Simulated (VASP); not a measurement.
Write the native input for VASP 6.6.1 that does the following.

```yaml
Task: density of states
Functional: PBE
Potentials_or_basis: VASP PAW PBE potentials, release 64 (Nb_sv)
Cutoff: 520 eV
k_mesh: 18 × 18 × 18
Occupations: gaussian, width 0.05 eV
Spin: no spin polarisation
Dipole_correction: no
k_mesh_for_the_DOS: 27 × 27 × 27
Occupations_for_the_DOS: tetrahedron
Further_INCAR_settings: ALGO = Normal; EDIFF = 1e-07
```

The system is Nb.

```
CELL_PARAMETERS angstrom
-1.65519 1.65519 1.65519
1.65519 -1.65519 1.65519
1.65519 1.65519 -1.65519
ATOMIC_POSITIONS crystal
Nb 0.00000 0.00000 0.00000
```

The input as run:

POSCAR

```
Nb
1.0
   -1.6551891656      1.6551891656      1.6551891656
    1.6551891656     -1.6551891656      1.6551891656
    1.6551891656      1.6551891656     -1.6551891656
Nb
1
Direct
    0.0000000000      0.0000000000      0.0000000000
```

INCAR.step1

```
PREC = Accurate ; ENCUT = 520
EDIFF = 1E-7 ; ISMEAR = 0
SIGMA = 0.05 ; LREAL = F
LASPH = T ; NELM = 80
ALGO = Normal ; ISIF = 2
LWAVE = F ; LCHARG = T
LMAXMIX = 4 ; GGA = PE
NBANDS = 12
```

KPOINTS.step1

```
regular mesh
0
Gamma
  18 18 18
```

INCAR.step2

```
PREC = Accurate ; ENCUT = 520
EDIFF = 1E-7 ; ISMEAR = -5
SIGMA = 0.05 ; LREAL = F
LASPH = T ; NELM = 80
ALGO = Normal ; ISIF = 2
LWAVE = F ; LCHARG = F
LMAXMIX = 4 ; GGA = PE
LORBIT = 10 ; NEDOS = 1001
ICHARG = 11
```

KPOINTS.step2

```
regular mesh
0
Gamma
  27 27 27
```

Potentials or basis: VASP PAW PBE potentials, release 64 (Nb_sv).

Command:

```console
$ cat potpaw_PBE.64/Nb_sv/POTCAR > POTCAR
$ cp INCAR.step1 INCAR
$ cp KPOINTS.step1 KPOINTS
$ mpirun -np 1 vasp_std > vasp.out
$ cp INCAR.step2 INCAR
$ cp KPOINTS.step2 KPOINTS
$ mpirun -np 1 vasp_std > vasp.out
```

It gave:

```yaml
Valence_electrons_inside_the_program's_atomic_spheres: Nb 10.71
```

Run time: 88 s on 1 thread of AMD EPYC 9R14 (Zen 4) (shared host), peak memory 0.22 GiB.
